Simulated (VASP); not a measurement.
# Sc in VASP: single point with PBEsol

Aim: the single point of Sc with PBEsol.

Everything below comes from runs of VASP 6.6.1. Logs are shortened: lines on timing, memory, paths and dates and some standing lists are left out, and cuts for length are marked.

## Step 1: The cell of the first run

The cell holds a slab with vacuum, 5 atoms: a = 3.211 Å, b = 3.211 Å, c = 26.082 Å, α = 90.00°, β = 90.00°, γ = 90.00°.

## Step 2: Single point, PBEsol

Input file INCAR:

```
SYSTEM = Sc
PREC     = Accurate       ! precision mode
ENCUT    = 520            ! plane-wave cutoff, eV
EDIFF    = 1E-6           ! SCF threshold, eV
ISMEAR   = 0              ! smearing method
SIGMA    = 0.1            ! smearing width, eV
LREAL    = .False.        ! projectors in reciprocal space
LASPH    = .True.         ! aspherical terms in the spheres
NELM     = 60             ! most SCF steps
ALGO     = Normal         ! electronic algorithm
ISIF     = 2              ! what is computed and relaxed
LWAVE    = .False.        ! write WAVECAR
LCHARG   = .False.        ! write CHGCAR
LDIPOL   = .True.       
IDIPOL   = 3            
DIPOL    = 0.5 0.5 0.499
GGA      = PS             ! functional
NBANDS   = 36             ! bands
```

Input file KPOINTS:

```
regular mesh
0
Gamma
  8 8 1
  0 0 0
```

Input file POSCAR:

```
Sc
1.0
    3.2109718900      0.0000000000      0.0000000000
    0.0000000000      3.2109718900      0.0000000000
    0.0000000000      0.0000000000     26.0820001558
Sc
5
Direct
    0.5000000000      0.5000000000      0.3258952515
    0.0000000000      0.0000000000      0.4129476309
    0.5000000000      0.5000000000      0.5005094459
    0.0000000000      0.0000000000      0.5883751029
    0.5000000000      0.5000000000      0.6696086161
```

Potentials or basis: VASP PAW PBE potentials, release 64 (Sc_sv).

Run with:

```console
$ cat potpaw_PBE.64/Sc_sv/POTCAR > POTCAR
$ mpirun -np 1 vasp_std > vasp.out
```

OUTCAR:

```text
SYSTEM = Sc
   PREC = Accurate
   ENCUT = 520
   EDIFF = 1E-6
   ISMEAR = 0
   LREAL = .False.
   LASPH = .True.
   NELM = 60
   ISIF = 2
   GGA = PS

 ion  position               nearest neighbor table
   1  0.500  0.500  0.326-   2 3.21   2 3.21   2 3.21   2 3.21
   2  0.000  0.000  0.413-   1 3.21   1 3.21   1 3.21   1 3.21   3 3.22   3 3.22   3 3.22   3 3.22

   3  0.500  0.500  0.501-   2 3.22   2 3.22   2 3.22   2 3.22   4 3.23   4 3.23   4 3.23   4 3.23

   4  0.000  0.000  0.588-   5 3.11   5 3.11   5 3.11   5 3.11   3 3.23   3 3.23   3 3.23   3 3.23

   5  0.500  0.500  0.670-   4 3.11   4 3.11   4 3.11   4 3.11

  LATTYP: Found a simple tetragonal cell.
 ALAT       =     3.2109718900
 C/A-ratio  =     8.1227743653

  Lattice vectors:

 A1 = (   3.2109718900,   0.0000000000,   0.0000000000)
 A2 = (   0.0000000000,   3.2109718900,   0.0000000000)
 A3 = (   0.0000000000,   0.0000000000,  26.0820001558)

Analysis of symmetry for initial positions (statically):
=====================================================================
 Subroutine PRICEL returns:
 Original cell was already a primitive cell.

 Routine SETGRP: Setting up the symmetry group for a
 simple tetragonal supercell.

 Subroutine GETGRP returns: Found  8 space group operations
 (whereof  8 operations were pure point group operations)
 out of a pool of 16 trial point group operations.

The static configuration has the point symmetry C_4v.

Analysis of symmetry for dynamics (positions and initial velocities):
=====================================================================
 Subroutine PRICEL returns:
 Original cell was already a primitive cell.

 Routine SETGRP: Setting up the symmetry group for a
 simple tetragonal supercell.

 Subroutine GETGRP returns: Found  8 space group operations
 (whereof  8 operations were pure point group operations)
 out of a pool of 16 trial point group operations.

The dynamic configuration has the point symmetry C_4v.

 Subroutine INISYM returns: Found  8 space group operations
 (whereof  8 operations are pure point group operations),
 and found     1 'primitive' translations

----------------------------------------------------------------------------------------

                                     Primitive cell

  volume of cell :     268.9143

  direct lattice vectors                    reciprocal lattice vectors
[... 90 lines left out ...]
   ISYM   =      2    0-nonsym 1-usesym 2-fastsym
   POTIM  = 0.5000    time-step for ionic-motion
   TEBEG  =    0.0;   TEEND  =   0.0 temperature during run
   PSTRESS=    0.0 pullay stress
   NELECT =      55.0000    total number of electrons
   NUPDOWN=      -1.0000    fix difference up-down
   EMIN   =  10.00;   EMAX   =-10.00  energy-range for DOS
   EFERMI =   0.00;   METHOD = LEGACY
   ISMEAR =     0;   SIGMA  =   0.10  broadening in eV -4-tet -1-fermi 0-gaus
   EFERMI_NEDOS =   21; number of points for ismear=-14 and -15
   IALGO  =     38    algorithm
   IMIX   =      4    mixing-type and parameters
     AMIX     =   0.40;   BMIX     =  1.00
     AMIX_MAG =   1.60;   BMIX_MAG =  1.00
  volume/ion in A,a.u.               =      53.78       362.94
  Fermi-wavevector in a.u.,A,eV,Ry     =   0.964549  1.822734 12.658253  0.930355
  Thomas-Fermi vector in A             =   2.094190
   LORBIT       =      0    0 simple, 1 ext, 2 COOP (PROOUT), +10 PAW based schemes
   GGA     = PS    functional components
   LHFCALC =     F    Hartree Fock is set to
   AEXX    =    0.0000 exact exchange contribution
   IVDW    =     0    specifies the selected vdW correction
   LEPSILON=     F    determine dielectric tensor
   LRPA    =     F    only Hartree local field effects (RPA)
 non-spin polarized calculation
 Gauss-broadening in eV      SIGMA  =   0.10
  energy-cutoff  :      520.00
  volume of cell :      268.91
 maximum number of plane-waves:      7306
 NGX is ok and might be reduce to    24
   NGX = 11   NGY = 11   NGZ = 97

 dipolmoment           0.000000      0.000000      0.001013 electrons x Angstroem

 number of electron      55.0000021 magnetization

 dipolmoment           0.000000      0.000000     -0.006070 electrons x Angstroem

 Free energy of the ion-electron system (eV)
  ---------------------------------------------------
  ext. energy  EPLUGINS =         0.00000000
  ---------------------------------------------------
  free energy    TOTEN  =       -31.16461568 eV

  energy without entropy =      -31.10635497  energy(sigma->0) =      -31.13548533

 E-fermi :   0.1569     XC(G=0):  -5.1768

 val. band max:        0.1551551933   @ k =   0.3750   0.2500   0.0000
 cond. band min:       0.1627383335   @ k =   0.5000   0.0000   0.0000
 fundamental gap:      0.0075831402
 Fermi energy:         0.1569179340

 k-point     1 :       0.0000    0.0000    0.0000
  band No.  band energies     occupation
      1     -49.4487      2.00000
      2     -49.2937      2.00000
      3     -49.0160      2.00000
      4     -48.7753      2.00000
      5     -48.6360      2.00000
      6     -28.2918      2.00000
[... 574 lines left out ...]
     35       2.6732      0.00000
     36       2.6733      0.00000

------------------------ aborting loop because EDIFF is reached ----------------------------------------

 vacuum level on the upper side and lower side of the slab       (xc-potential included)        -0.233        -0.129

  FORCE on cell =-STRESS in cart. coord.  units (eV):
  Direction    XX          YY          ZZ          XY          YZ          ZX
  --------------------------------------------------------------------------------------
  -------------------------------------------------------------------------------------
  Total       -0.5962109     -0.5962109     -1.0247732      0.0000000     -0.0000000      0.0000000
  in kB       -3.5521932     -3.5521932     -6.1055451      0.0000000     -0.0000000      0.0000000
  external PRESSURE =      -4.4033105 kB  Pullay stress =       0.0000000 kB

 VOLUME and BASIS-vectors are now :
 -----------------------------------------------------------------------------
  energy-cutoff  :      520.00
  volume of cell :      268.91
      direct lattice vectors                 reciprocal lattice vectors
     3.210971890  0.000000000  0.000000000     0.311432188  0.000000000  0.000000000
     0.000000000  3.210971890  0.000000000     0.000000000  0.311432188  0.000000000
     0.000000000  0.000000000 26.082000156     0.000000000  0.000000000  0.038340618

 POSITION                                       TOTAL-FORCE (eV/Angst)
 -----------------------------------------------------------------------------------
      1.60549      1.60549      8.50000         0.000000      0.000000      0.424009
      0.00000      0.00000     10.77050         0.000000     -0.000000     -0.427995
      1.60549      1.60549     13.05429         0.000000      0.000000     -0.000489
      0.00000      0.00000     15.34600         0.000000      0.000000      0.016641
      1.60549      1.60549     17.46473        -0.000000      0.000000     -0.012167
 -----------------------------------------------------------------------------------
    total drift:                                0.000000      0.000000      0.000306

  FREE ENERGIE OF THE ION-ELECTRON SYSTEM (eV)
  ---------------------------------------------------
  free  energy   TOTEN  =       -31.1646156839 eV

  energy  without entropy=      -31.1063549669  energy(sigma->0) =      -31.13548533

 vacuum level on the upper side and lower side of the slab         2.918         3.028
```

stdout:

```text
POSCAR found type information on POSCAR Sc
 POSCAR found :  1 types and       5 ions
 scaLAPACK will be used
 -----------------------------------------------------------------------------
|                                                                             |
|                                                                             |
|     You enforced a specific xc type in the INCAR file but a different       |
|     I HOPE YOU KNOW WHAT YOU ARE DOING!                                     |
|                                                                             |
 -----------------------------------------------------------------------------

 LDA part: xc-table for (Slater+PW92), standard interpolation
 POSCAR, INCAR and KPOINTS ok, starting setup
 FFT: planning ... GRIDC
 FFT: planning ... GRID_SOFT
 FFT: planning ... GRID
 WAVECAR not read
 entering main loop
```

It took 3.9 min on 1 thread of Intel Xeon Platinum 8488C (Sapphire Rapids), shared host; peak memory 0.37 GiB.

Results:

| Quantity | Value |
| --- | --- |
| Free energy | -31.1646 eV |
| Largest force | 0.428 eV/Å |

Forces in eV/Å, atoms in the order of the input:
```
Sc   0.000  0.000  0.424
Sc   0.000  0.000 -0.428
Sc   0.000  0.000  0.000
Sc   0.000  0.000  0.017
Sc   0.000  0.000 -0.012
```

Levels at points of the mesh, in eV from the Fermi level:
```
           k point  band 24  band 25  band 26  band 27  band 28  band 29  band 30  band 31
(0.00, 0.00, 0.00)    -2.33    -1.75    -0.63    -0.35     0.04     0.05     0.13     0.97
(0.50, 0.00, 0.00)    -1.38    -1.36     0.01     0.09     0.22     0.28     0.38     0.56
(0.50, 0.50, 0.00)    -0.95    -0.78    -0.59    -0.59    -0.26    -0.26     0.28     0.28
```

Caveat: the PAW data sets were made with another functional, which shifts forces and pressure a little.
